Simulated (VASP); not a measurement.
# Mg2Cd3S2 (I4/mmm) in VASP: single point with PBE

Aim: the single point of Mg2Cd3S2 with PBE.

All numbers are computed with VASP 6.6.1; they aren't measurements. Logs are shortened: lines on timing, memory, paths and dates and some standing lists are left out, and cuts for length are marked.

**1. The cell of the first run**

It takes space group I4/mmm (No. 139, tetragonal). Conventional cell: a = 3.636 Å, b = 3.636 Å, c = 24.224 Å, α = 90.00°, β = 90.00°, γ = 90.00°. Within 3.4 Å of Mg (site symmetry 4mm) lie 5 S at 2.58 to 2.60 Å. Within 4.0 Å of Cd (site symmetry 4mm) lie 9 Cd at 3.03 to 3.64 Å and 1 S at 3.07 Å. Within 4.0 Å of Cd (site symmetry 4/mmm) lie 12 Cd at 3.03 to 3.64 Å. S (site symmetry 4mm) has 5 Mg at 2.58 to 2.60 Å and 1 Cd at 3.07 Å within 3.4 Å.

**2. Single point, PBE**

Contents of INCAR:

```
ALGO = Normal
EDIFF = 1E-6
ENCUT = 520
GGA = PE
ISIF = 2
ISMEAR = 0
LASPH = T
LCHARG = F
LREAL = F
LWAVE = F
NBANDS = 35
NELM = 100
PREC = Accurate
SIGMA = 0.2
```

Contents of KPOINTS:

```
k-points
0
Gamma
  6 6 6
```

Contents of POSCAR:

```
Mg2Cd3S2
1.0
   -1.8180668413      1.8180668413     12.1117910527
    1.8180668413     -1.8180668413     12.1117910527
    1.8180668413      1.8180668413    -12.1117910527
Mg Cd S
2 3 2
Direct
    0.1994386211      0.1994386211      0.0000000000
    0.8005613789      0.8005613789      0.0000000000
    0.5662620375      0.5662620375      0.0000000000
    0.4337379625      0.4337379625      0.0000000000
    0.0000000000      0.0000000000      0.0000000000
    0.6930924035      0.6930924035      0.0000000000
    0.3069075965      0.3069075965      0.0000000000
```

Potentials or basis: VASP PAW PBE potentials, release 64 (Mg, Cd, S).

The run is started by

```
> cat potpaw_PBE.64/Mg/POTCAR potpaw_PBE.64/Cd/POTCAR potpaw_PBE.64/S/POTCAR > POTCAR
> mpirun -np 1 vasp_std > vasp.out
```

OUTCAR:

```text
EDIFF = 1E-6
   ENCUT = 520
   GGA = PE
   ISIF = 2
   ISMEAR = 0
   LASPH = T
   LREAL = F
   NELM = 100
   PREC = Accurate

 ion  position               nearest neighbor table
   1  0.199  0.199  0.000-   6 2.58   6 2.58   6 2.58   6 2.58   7 2.60   2 3.55   2 3.55   2 3.55
                             2 3.55
   2  0.801  0.801  0.000-   7 2.58   7 2.58   7 2.58   7 2.58   6 2.60   1 3.55   1 3.55   1 3.55
                             1 3.55
   3  0.566  0.566  0.000-   5 3.03   5 3.03   5 3.03   5 3.03   6 3.07   4 3.21
   4  0.434  0.434  0.000-   5 3.03   5 3.03   5 3.03   5 3.03   7 3.07   3 3.21
   5  0.000  0.000  0.000-   3 3.03   3 3.03   3 3.03   4 3.03   3 3.03   4 3.03   4 3.03   4 3.03

   6  0.693  0.693  0.000-   1 2.58   1 2.58   1 2.58   1 2.58   2 2.60   3 3.07
   7  0.307  0.307  0.000-   2 2.58   2 2.58   2 2.58   2 2.58   1 2.60   4 3.07

  LATTYP: Found a body centered tetragonal cell.
 ALAT       =     3.6361336826
 C/A-ratio  =     6.6619063599

  Lattice vectors:

 A1 = (  -1.8180668413,   1.8180668413,  12.1117910527)
 A2 = (   1.8180668413,  -1.8180668413,  12.1117910527)
 A3 = (   1.8180668413,   1.8180668413, -12.1117910527)

Analysis of symmetry for initial positions (statically):
=====================================================================
 Subroutine PRICEL returns:
 Original cell was already a primitive cell.

 Routine SETGRP: Setting up the symmetry group for a
 body centered tetragonal supercell.

 Subroutine GETGRP returns: Found 16 space group operations
 (whereof 16 operations were pure point group operations)
 out of a pool of 16 trial point group operations.

The static configuration has the point symmetry D_4h.

Analysis of symmetry for dynamics (positions and initial velocities):
=====================================================================
 Subroutine PRICEL returns:
 Original cell was already a primitive cell.

 Routine SETGRP: Setting up the symmetry group for a
 body centered tetragonal supercell.

 Subroutine GETGRP returns: Found 16 space group operations
 (whereof 16 operations were pure point group operations)
 out of a pool of 16 trial point group operations.

The dynamic configuration has the point symmetry D_4h.

 Subroutine INISYM returns: Found 16 space group operations
 (whereof 16 operations are pure point group operations),
 and found     1 'primitive' translations

----------------------------------------------------------------------------------------

                                     Primitive cell

  volume of cell :     160.1357

  direct lattice vectors                    reciprocal lattice vectors
    -1.818066841  1.818066841 12.111791053     0.000000000  0.275017391  0.041282086
     1.818066841 -1.818066841 12.111791053     0.275017391  0.000000000  0.041282086
     1.818066841  1.818066841-12.111791053     0.275017391  0.275017391  0.000000000

  length of vectors
    12.381688761 12.381688761 12.381688761     0.278098501  0.278098501  0.388933325

  position of ions in fractional coordinates (direct lattice)
     0.199438621  0.199438621  0.000000000
     0.800561379  0.800561379  0.000000000
     0.566262038  0.566262038  0.000000000
     0.433737962  0.433737962  0.000000000
     0.000000000  0.000000000  0.000000000
     0.693092404  0.693092404  0.000000000
     0.306907596  0.306907596  0.000000000

  ion indices of the primitive-cell ions
   primitive index   ion index
                 1           1
                 2           2
                 3           3
                 4           4
                 5           5
                 6           6
                 7           7

----------------------------------------------------------------------------------------

 KPOINTS: k-points

Automatic generation of k-mesh.
 Grid dimensions read from file:
 generate k-points for:    6    6    6

 Generating k-lattice:

  Cartesian coordinates                     Fractional coordinates (reciprocal lattice)
     0.000000000  0.045836232  0.006880348     0.166666667  0.000000000  0.000000000
     0.045836232  0.000000000  0.006880348     0.000000000  0.166666667  0.000000000
     0.045836232  0.045836232  0.000000000     0.000000000  0.000000000  0.166666667

  Length of vectors
     0.046349750  0.046349750  0.064822221

  Shift w.r.t. Gamma in fractional coordinates (k-lattice)
     0.000000000  0.000000000  0.000000000

 Subroutine IBZKPT returns following result:
 ===========================================

 Found     30 irreducible k-points:

 Following reciprocal coordinates:
            Coordinates               Weight
  0.000000  0.000000  0.000000      1.000000
  0.166667  0.000000 -0.000000      8.000000
  0.333333  0.000000  0.000000      8.000000
  0.500000  0.000000 -0.000000      4.000000
  0.166667  0.166667 -0.000000      8.000000
  0.333333  0.166667 -0.000000     16.000000
[... 16 lines left out ...]
 -0.333333 -0.333333  0.166667      8.000000
 -0.166667 -0.333333  0.166667      8.000000
 [... further k-points ...]
   k-points           NKPTS =     30   k-points in BZ     NKDIM =     30   number of bands    NBANDS=     35
   number of dos      NEDOS =    301   number of ions     NIONS =      7
   total plane-waves  NPLWV = 884736
   dimension x,y,z NGX =    96 NGY =   96 NGZ =   96
   dimension x,y,z NGXF=   192 NGYF=  192 NGZF=  192
   ions per type =               2   3   2
   NGX,Y,Z   is equivalent  to a cutoff of  12.89, 12.89, 12.89 a.u.
   NGXF,Y,Z  is equivalent  to a cutoff of  25.78, 25.78, 25.78 a.u.
 SYSTEM =  unknown system
   PREC   = accura    normal or accurate (medium, high low for compatibility)
   ISTART =      0    job   : 0-new  1-cont  2-samecut
   ICHARG =      2    charge: 1-file 2-atom 10-const
   ISPIN  =      1    spin polarized calculation?
   LNONCOLLINEAR =      F non collinear calculations
   LSORBIT =      F    spin-orbit coupling
   LASPH  =      T    aspherical Exc in radial PAW
   ENCUT  =  520.0 eV  38.22 Ry    6.18 a.u.  23.02 23.02 23.02*2*pi/ulx,y,z
   NELM   =    100;   NELMIN=  2; NELMDL= -5     # of ELM steps
   EDIFF  = 0.1E-05   stopping-criterion for ELM
   LREAL  =      F    real-space projection
   EDIFFG = 0.1E-04   stopping-criterion for IOM
   NSW    =      0    number of steps for IOM
   IBRION =     -1    ionic relax: 0-MD 1-quasi-New 2-CG
   NFREE  =      0    steps in history (QN), initial steepest desc. (CG)
   ISIF   =      2    stress and relaxation
   ISYM   =      2    0-nonsym 1-usesym 2-fastsym
   POTIM  = 0.5000    time-step for ionic-motion
   TEBEG  =    0.0;   TEEND  =   0.0 temperature during run
   PSTRESS=    0.0 pullay stress
   NELECT =      52.0000    total number of electrons
   NUPDOWN=      -1.0000    fix difference up-down
   EMIN   =  10.00;   EMAX   =-10.00  energy-range for DOS
   EFERMI =   0.00;   METHOD = LEGACY
   ISMEAR =     0;   SIGMA  =   0.20  broadening in eV -4-tet -1-fermi 0-gaus
   EFERMI_NEDOS =   21; number of points for ismear=-14 and -15
   IALGO  =     38    algorithm
   IMIX   =      4    mixing-type and parameters
     AMIX     =   0.40;   BMIX     =  1.00
     AMIX_MAG =   1.60;   BMIX_MAG =  1.00
  volume/ion in A,a.u.               =      22.88       154.38
  Fermi-wavevector in a.u.,A,eV,Ry     =   1.125244  2.126402 17.227335  1.266173
  Thomas-Fermi vector in A             =   2.261920
   LORBIT       =      0    0 simple, 1 ext, 2 COOP (PROOUT), +10 PAW based schemes
   GGA     = PE    functional components
   LHFCALC =     F    Hartree Fock is set to
   AEXX    =    0.0000 exact exchange contribution
   IVDW    =     0    specifies the selected vdW correction
   LEPSILON=     F    determine dielectric tensor
   LRPA    =     F    only Hartree local field effects (RPA)
 non-spin polarized calculation
 Gauss-broadening in eV      SIGMA  =   0.20
  energy-cutoff  :      520.00
  volume of cell :      160.14
 maximum number of plane-waves:      4342
 NGX is ok and might be reduce to    96
   NGX = 47   NGY = 47   NGZ = 47

 number of electron      52.0000001 magnetization

 Free energy of the ion-electron system (eV)
  ---------------------------------------------------
  ext. energy  EPLUGINS =         0.00000000
  ---------------------------------------------------
  free energy    TOTEN  =       -17.89984522 eV

  energy without entropy =      -17.85703324  energy(sigma->0) =      -17.87843923

 E-fermi :   3.4390     XC(G=0):  -9.4521

 val. band max:        3.4364649272   @ k =   0.1667   0.1667   0.1667
 cond. band min:       3.4459394190   @ k =   0.3333   0.3333   0.0000
 fundamental gap:      0.0094744918
 Fermi energy:         3.4390348838

 k-point     1 :       0.0000    0.0000    0.0000
  band No.  band energies     occupation
      1     -11.3057      2.00000
      2     -10.5322      2.00000
      3      -5.9316      2.00000
      4      -5.8491      2.00000
      5      -5.5961      2.00000
      6      -5.4878      2.00000
[... 27 lines left out ...]
     34       9.4455      0.00000
     35       9.5481      0.00000

 k-point     2 :       0.1667    0.0000   -0.0000
  band No.  band energies     occupation
      1     -11.1452      2.00000
      2     -10.4421      2.00000
      3      -5.8813      2.00000
      4      -5.7733      2.00000
      5      -5.6821      2.00000
      6      -5.5949      2.00000
[... 27 lines left out ...]
     34       8.2086      0.00000
     35       8.8776      0.00000

 k-point     3 :       0.3333    0.0000    0.0000
  band No.  band energies     occupation
      1     -10.7446      2.00000
      2     -10.2896      2.00000
      3      -5.8731      2.00000
      4      -5.8008      2.00000
      5      -5.7259      2.00000
      6      -5.6769      2.00000
[... 27 lines left out ...]
     34       8.9398      0.00000
     35       9.1921      0.00000
[... 723 lines left out ...]
 k-point    23 :      -0.3333   -0.3333    0.1667
  band No.  band energies     occupation
      1     -10.9916      2.00000
      2     -10.3546      2.00000
      3      -5.7798      2.00000
      4      -5.7767      2.00000
      5      -5.7145      2.00000
      6      -5.6214      2.00000
[... 27 lines left out ...]
     34       8.0738      0.00000
     35       8.7158      0.00000

 k-point    24 :      -0.1667   -0.3333    0.1667
  band No.  band energies     occupation
      1     -11.1451      2.00000
      2     -10.4424      2.00000
      3      -5.8809      2.00000
      4      -5.7703      2.00000
      5      -5.6821      2.00000
      6      -5.5950      2.00000
[... 27 lines left out ...]
     34       8.3436      0.00000
     35       8.9608      0.00000

 [... further k-points ...]

------------------------ aborting loop because EDIFF is reached ----------------------------------------

  FORCE on cell =-STRESS in cart. coord.  units (eV):
  Direction    XX          YY          ZZ          XY          YZ          ZX
  --------------------------------------------------------------------------------------
  -------------------------------------------------------------------------------------
  Total       -0.1563838     -0.1563838     -0.0741501      0.0000000      0.0000000      0.0000000
  in kB       -1.5646393     -1.5646393     -0.7418810      0.0000000      0.0000000      0.0000000
  external PRESSURE =      -1.2903865 kB  Pullay stress =       0.0000000 kB

 VOLUME and BASIS-vectors are now :
 -----------------------------------------------------------------------------
  energy-cutoff  :      520.00
  volume of cell :      160.14
      direct lattice vectors                 reciprocal lattice vectors
    -1.818066841  1.818066841 12.111791053     0.000000000  0.275017391  0.041282086
     1.818066841 -1.818066841 12.111791053     0.275017391  0.000000000  0.041282086
     1.818066841  1.818066841-12.111791053     0.275017391  0.275017391  0.000000000

 POSITION                                       TOTAL-FORCE (eV/Angst)
 -----------------------------------------------------------------------------------
      0.00000      0.00000      4.83112         0.000000      0.000000      0.038729
      0.00000      0.00000     19.39246        -0.000000     -0.000000     -0.038729
      0.00000      0.00000     13.71689        -0.000000     -0.000000      0.056976
      0.00000      0.00000     10.50669        -0.000000     -0.000000     -0.056976
      0.00000      0.00000      0.00000         0.000000      0.000000      0.000000
      0.00000      0.00000     16.78918        -0.000000     -0.000000     -0.036418
      0.00000      0.00000      7.43440         0.000000      0.000000      0.036418
 -----------------------------------------------------------------------------------
    total drift:                               -0.000000      0.000000      0.000000

  FREE ENERGIE OF THE ION-ELECTRON SYSTEM (eV)
  ---------------------------------------------------
  free  energy   TOTEN  =       -17.8998452240 eV

  energy  without entropy=      -17.8570332433  energy(sigma->0) =      -17.87843923
```

Wall time 28 min (1 thread of Intel Xeon Platinum 8259CL at 2.50GHz (Skylake/Cascade Lake), shared host); peak memory 1.6 GiB.

Results:

| Property | Result |
| --- | --- |
| Free energy | -17.8998 eV |
| Pressure | -0.1 GPa |
| Largest force | 0.057 eV/Å |
| Band gap on the k mesh | zero (band 26 reaches 4.02 eV, above the bottom of band 27 at 2.58 eV) |

Forces on the atoms (eV/Å):
```
Mg   0.000  0.000  0.039
Mg   0.000  0.000 -0.039
Cd   0.000  0.000  0.057
Cd   0.000  0.000 -0.057
Cd   0.000  0.000  0.000
S    0.000  0.000 -0.036
S    0.000  0.000  0.036
```

Stress tensor (GPa, compression positive):
```
-0.16  0.00  0.00
 0.00 -0.16  0.00
 0.00  0.00 -0.07
```

Caveat: the k points lie up to 0.41 Å⁻¹ apart.
